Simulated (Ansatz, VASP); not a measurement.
**AgCl: VASP beside Ansatz**

```
Ag Cl
1.0
    -0.03972    2.82774    2.77697
     2.80969    2.80439   -0.01547
    -2.90274    5.71635   -2.79799
Ag Cl
2 2
Direct
  0.00664 0.98558 0.00249
  0.48929 0.50735 0.50217
  0.68462 0.80459 0.74503
  0.31945 0.20248 0.25032
```

Change from the starting cell: cell x2, atoms moved at random (sigma 0.15 Å) and cell strained at random (1.5 %), then relaxed without symmetry.

Alike in both runs: functional PBE; k mesh 6 × 6 × 6; occupations gaussian, width 0.1 eV; no spin polarisation.

Ansatz relaxed the structure, and its values are those at the end. VASP's run is a single point on that final structure, the one shown.

|  | VASP | Ansatz |
| --- | --- | --- |
| version | VASP 6.6.1 | Ansatz 0.2.0 |
| potentials or method | VASP PAW PBE potentials, release 64 (Ag, Cl), cutoff 520 eV | scalar-relativistic, plane waves, PAW |
| valence electrons in the cell | 36 | 52 |

```tsv
	VASP	Ansatz	Ansatz less VASP
gap on the k mesh at the Fermi level (eV)	1.05	1.05	0.000
least direct gap on the mesh (eV)	1.11	1.11	0.000
pressure (GPa)	-0.1	0.1	+0.12
rms of the force components (eV/Å)	0.011	0.011	+0.0001
```

The functional is the same, so the differences come from potentials, cutoffs and numerics. VASP's potentials hold 36 valence electrons a cell and Ansatz's 52, so a difference there can come from the potentials and not from the codes.
